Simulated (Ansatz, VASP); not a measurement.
**CdS: VASP beside Ansatz**

File INCAR:

```
SYSTEM = CdS
PREC = Accurate
ENCUT = 520
EDIFF = 1E-7
ISMEAR = -1
SIGMA = 0.01
LREAL = .FALSE.
LASPH = .TRUE.
NELM = 60
ALGO = Normal
ISIF = 2
LWAVE = .FALSE.
LCHARG = .TRUE.
GGA = PS
LELF = .TRUE.
LVHAR = .TRUE.
NBANDS = 26
```

File KPOINTS:

```
Automatic mesh
0
G
  7 7 4
  0 0 0
```

The input POSCAR:

```
CdS
1.0
    4.1892106958      0.0000000000      0.0000000000
   -2.0946053479      3.6279628844      0.0000000000
    0.0000000000      0.0000000000      6.8378128164
Cd S
2 2
Direct
    0.3333333333      0.6666666667      0.0000000000
    0.6666666667      0.3333333333      0.5000000000
    0.3333333333      0.6666666667      0.3850000000
    0.6666666667      0.3333333333      0.8850000000
```

Input for Ansatz:

```yaml
crystal:
  lattice:
    - [4.1892106958, 0.0, 0.0]
    - [-2.0946053479, 3.6279628844, 0.0]
    - [0.0, 0.0, 6.8378128164]
  atoms:
    - { symbol: Cd, position: [0.3333333333, 0.6666666667, 0.0] }
    - { symbol: Cd, position: [0.6666666667, 0.3333333333, 0.5] }
    - { symbol: S, position: [0.3333333333, 0.6666666667, 0.385] }
    - { symbol: S, position: [0.6666666667, 0.3333333333, 0.885] }
kpoints:
  mp_grid: { grid: [7, 7, 4] }
  band_path:
    path:
      - [0.0, 0.0, 0.0]
      - [0.5, 0.0, 0.0]
      - [0.3333333333, 0.3333333333, 0.0]
      - [0.0, 0.0, 0.0]
      - [0.0, 0.0, 0.5]
      - [0.5, 0.0, 0.5]
      - [0.3333333333, 0.3333333333, 0.5]
      - [0.0, 0.0, 0.5]
      - [0.5, 0.0, 0.5]
    npoints: 5
scf:
  occupations: { method: fermi_dirac, width: 0.01 }
hamiltonian:
  xc: pbesol
  pseudopotentials: { kind: all_electron, lapw: { basis_error: 0.001 } }
output:
  forces: true
  stress: true
  eigenvalues: true
```

Change from the starting cell: volume scaled by 1.04.

Alike in both runs: task single point; functional PBEsol; k mesh 7 × 7 × 4; occupations fermi-dirac, width 0.01 eV; no spin polarisation.

|  | VASP | Ansatz |
| --- | --- | --- |
| version | VASP 6.6.1 | Ansatz 0.2.0 |
| potentials or method | VASP PAW PBE potentials, release 64 (Cd, S), cutoff 520 eV | all-electron LAPW, scalar-relativistic |

```csv
,VASP,Ansatz,Ansatz less VASP
gap on the k mesh at the Fermi level (eV),1.00,1.00,-0.002
pressure (GPa),-2.3,-2.6,-0.30
"traceless stress, the component that is largest in VASP (GPa)",-1.08,-1.03,+0.046
rms of the force components (eV/Å),0.125,0.121,-0.0042
```

VASP's potentials were made for PBE, not for PBEsol. Atom by atom the forces differ by 0.004 eV/Å (rms over components). Ansatz ran all-electron here, and VASP with PAW potentials.
